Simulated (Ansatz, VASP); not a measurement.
**One calculation of InSb, two programs**

INCAR

```
SYSTEM = InSb
  ALGO = Normal
  EDIFF = 1E-8
  ENCUT = 520
  ISIF = 2
  ISMEAR = -1
  LASPH = .TRUE.
  LCHARG = .FALSE.
  LEFG = .TRUE.
  LREAL = .FALSE.
  LWAVE = .FALSE.
  NBANDS = 26
  NELM = 60
  PREC = Accurate
  SIGMA = 0.08
```

KPOINTS

```
k-points
0
G
  6 6 11
  0 0 0
```

POSCAR

```
InSb
1.0
    5.3747974729      0.0000000000      0.0000000000
    0.0000000000      5.7309768836      0.0000000000
    0.0000000000      0.0000000000      3.0731761545
In Sb
2 2
Direct
    0.0000000000      0.0000000000      0.0000000000
    0.5000000000      0.5000000000      0.0000000000
    0.5000000000      0.0000000000      0.8350000000
    0.0000000000      0.5000000000      0.1650000000
```

Input for Ansatz:

```yaml
crystal:
  lattice:
    - [5.3747974729, 0.0, 0.0]
    - [0.0, 5.7309768836, 0.0]
    - [0.0, 0.0, 3.0731761545]
  atoms:
    - { symbol: In, position: [0.0, 0.0, 0.0] }
    - { symbol: In, position: [0.5, 0.5, 0.0] }
    - { symbol: Sb, position: [0.5, 0.0, 0.835] }
    - { symbol: Sb, position: [0.0, 0.5, 0.165] }
kpoints:
  mp_grid: { grid: [6, 6, 11] }
scf:
  occupations: { method: fermi_dirac, width: 0.08 }
hamiltonian:
  xc: lda
  pseudopotentials: { kind: all_electron, datasets: crystal }
output:
  forces: true
  stress: true
  eigenvalues: true
  efg: { contact_densities: true }
```

Change from the starting cell: volume scaled by 1.01, crystal datasets.

Alike in both runs: task electric field gradients; functional LDA; k mesh 6 × 6 × 11; occupations fermi-dirac, width 0.08 eV; no spin polarisation.

|  | VASP | Ansatz |
| --- | --- | --- |
| version | VASP 6.6.1 | Ansatz 0.2.0 |
| potentials or method | VASP PAW LDA potentials, release 64 (In_d, Sb), cutoff 520 eV | all-electron PAW with datasets made for the crystal, scalar-relativistic |

VASP gave:

```
pressure (GPa)                                                : 10.8
traceless stress, the component that is largest in VASP (GPa) : 10.73
rms of the force components (eV/Å)                            : 0.260
size of Vzz on the site where it differs most (V/Å²)          : 84.4
```

Q: Estimate Ansatz's values.

A: Pressure (GPa): 10.5; traceless stress, the component that is largest in VASP (GPa): 10.68; rms of the force components (eV/Å): 0.257; size of Vzz on the site where it differs most (V/Å²): 73.4.

LDA's correlation is that of Perdew and Zunger in VASP and of Perdew and Wang (1992) in Ansatz. Atom by atom the forces differ by 0.003 eV/Å (rms over components). Ansatz ran all-electron here, and VASP with PAW potentials.

Spin-orbit coupling is off throughout.
